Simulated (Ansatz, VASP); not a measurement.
## One calculation of Si3Ge, two programs

The input INCAR:

```
SYSTEM = Si3Ge
  ALGO = Normal
  EDIFF = 1E-6
  ENCUT = 520
  GGA = PE
  ISIF = 2
  ISMEAR = 0
  LASPH = .TRUE.
  LCHARG = .TRUE.
  LELF = .TRUE.
  LREAL = .FALSE.
  LVHAR = .TRUE.
  LWAVE = .FALSE.
  NBANDS = 21
  NELM = 80
  PREC = Accurate
  SIGMA = 0.1
```

File KPOINTS:

```
k-points
0
G
  6 6 6
  0 0 0
```

The input POSCAR:

```
Si3Ge
1.0
    1.4206109000      0.8201900800      9.2793915200
   -1.4206109000      0.8201900800      9.2793915200
    0.0000000000     -1.6403801700      9.2793915200
Si Ge
3 1
Direct
    0.0000000000      0.0000000000      0.0000000000
    0.2500000000      0.2500000000      0.2500000000
    0.7500000000      0.7500000000      0.7500000000
    0.5000000000      0.5000000000      0.5000000000
```

Input for Ansatz:

```yaml
crystal:
  lattice:
    - [1.4206109, 0.82019008, 9.27939152]
    - [-1.4206109, 0.82019008, 9.27939152]
    - [0.0, -1.64038017, 9.27939152]
  atoms:
    - { symbol: Si, position: [0.0, 0.0, 0.0] }
    - { symbol: Si, position: [0.25, 0.25, 0.25] }
    - { symbol: Si, position: [0.75, 0.75, 0.75] }
    - { symbol: Ge, position: [0.5, 0.5, 0.5] }
basis:
  ecutwfc: 420
kpoints:
  mp_grid: { grid: [6, 6, 6] }
hamiltonian:
  xc: pbe
scf:
  occupations: { method: gaussian, width: 0.1 }
  lower_state_search: "off"
output:
  forces: true
  stress: true
  eigenvalues: true
```

Alike in both runs: task single point; functional PBE; k mesh 6 × 6 × 6; occupations gaussian, width 0.1 eV; no spin polarisation.

|  | VASP | Ansatz |
| --- | --- | --- |
| version | VASP 6.6.1 | Ansatz 0.2.0 |
| potentials or method | VASP PAW PBE potentials, release 64 (Si, Ge_d), cutoff 520 eV | scalar-relativistic, plane waves, PAW |
| valence electrons in the cell | 26 | 26 |

VASP gave:

```
gap on the k mesh at the Fermi level (eV)                     : none
pressure (GPa)                                                : -1.9
traceless stress, the component that is largest in VASP (GPa) : 2.02
rms of the force components (eV/Å)                            : 0.220
```

Estimate Ansatz's values.

gap on the k mesh at the Fermi level (eV): none; pressure (GPa): -1.7; traceless stress, the component that is largest in VASP (GPa): 2.03; rms of the force components (eV/Å): 0.218.

Atom by atom the forces differ by 0.002 eV/Å (rms over components). A gap of «none» marks a metal or a gap that the smearing closes.

The k mesh is coarse, so the values compare programs but aren't converged.
